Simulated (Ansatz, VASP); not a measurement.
## TaN: VASP beside Ansatz

Contents of INCAR:

```
SYSTEM = TaN
PREC = Accurate
ENCUT = 600
EDIFF = 1E-7
ISMEAR = 0
SIGMA = 0.1
LREAL = .False.
LASPH = .True.
NELM = 80
ALGO = Normal
ISIF = 3
LWAVE = .False.
LCHARG = .False.
GGA = PE
IBRION = 2
NSW = 90
EDIFFG = -0.04
```

Contents of KPOINTS:

```
Automatic mesh
0
Gamma
  6 6 6
  0 0 0
```

Contents of POSCAR:

```
TaN
1.0
    2.9540668047      0.0000000000      0.0000000000
    0.0000000000      2.9540668047      0.0000000000
    0.0000000000      0.0000000000      3.2181319158
Ta N
1 1
Direct
    0.0000000000      0.0000000000      0.5000000000
    0.5000000000      0.5000000000      0.5000000000
```

Input for Ansatz:

```yaml
crystal:
  lattice:
    - [2.9540668047, 0.0, 0.0]
    - [0.0, 2.9540668047, 0.0]
    - [0.0, 0.0, 3.2181319158]
  atoms:
    - { symbol: Ta, position: [0.0, 0.0, 0.5] }
    - { symbol: "N", position: [0.5, 0.5, 0.5] }
basis:
  ecutwfc: 420
kpoints:
  mp_grid: { grid: [6, 6, 6] }
hamiltonian:
  xc: pbe
scf:
  occupations: { method: gaussian, width: 0.1 }
  lower_state_search: "off"
output:
  forces: true
  stress: true
  eigenvalues: true
relax:
  adjacent_minimum: "off"
  f_tol: 0.04
  max_steps: 70
  cell: { stress_tol: 0.4 }
```

Alike in both runs: task relaxation of cell and atoms; functional PBE; k mesh 6 × 6 × 6; occupations gaussian, width 0.1 eV; no spin polarisation.

|  | VASP | Ansatz |
| --- | --- | --- |
| version | VASP 6.6.1 | Ansatz 0.2.0 |
| potentials or method | VASP PAW PBE potentials, release 64 (Ta_pv, N), cutoff 600 eV | scalar-relativistic, plane waves, PAW |
| valence electrons in the cell | 16 | 18 |

|  | VASP | Ansatz | Ansatz less VASP |
| --- | --- | --- | --- |
| gap on the k mesh at the Fermi level, each at its own relaxed structure (eV) | none | none | - |
| relaxed volume (Å³/atom) | 13.37 | 13.39 | +0.012 |
| relaxed cell length with the largest relative difference (Å) | 3.040 | 3.045 | +0.0046 |

A gap of «none» marks a metal or a gap that the smearing closes. VASP's potentials hold 16 valence electrons a cell and Ansatz's 18, so a difference there can come from the potentials and not from the codes.

Spin-orbit coupling is off throughout.
